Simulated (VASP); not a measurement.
Here is a VASP 6.6.1 calculation.

Contents of INCAR:

```
PREC = Accurate ; ENCUT = 520
EDIFF = 1E-6 ; ISMEAR = 0
SIGMA = 0.01 ; LREAL = F
LASPH = T ; NELM = 80
ALGO = Normal ; ISIF = 2
LWAVE = F ; LCHARG = F
GGA = PE ; NBANDS = 21
```

KPOINTS

```
regular mesh
0
Gamma
  8 8 8
```

Contents of POSCAR:

```
KLiCl2
1.0
    1.9888981777      1.1482908982      6.8179679419
   -1.9888981777      1.1482908982      6.8179679419
    0.0000000000     -2.2965817965      6.8179679419
Li K Cl
1 1 2
Direct
    1.0000000000      0.0000000000      0.0000000000
    0.5000000000      0.5000000000      0.5000000000
    0.2652499101      0.2652499101      0.2652499101
    0.7347500899      0.7347500899      0.7347500899
```

Potentials or basis: VASP PAW PBE potentials, release 64 (Li_sv, K_sv, Cl).

Launch:

```sh
$ cat potpaw_PBE.64/Li_sv/POTCAR potpaw_PBE.64/K_sv/POTCAR potpaw_PBE.64/Cl/POTCAR > POTCAR
$ mpirun -np 1 vasp_std > vasp.out
```

(1) What does it give for the largest force?

(2) What does it give for the band gap on the k mesh?

## Answers

(1) 0.045 eV/Å.

(2) 5.32 eV.
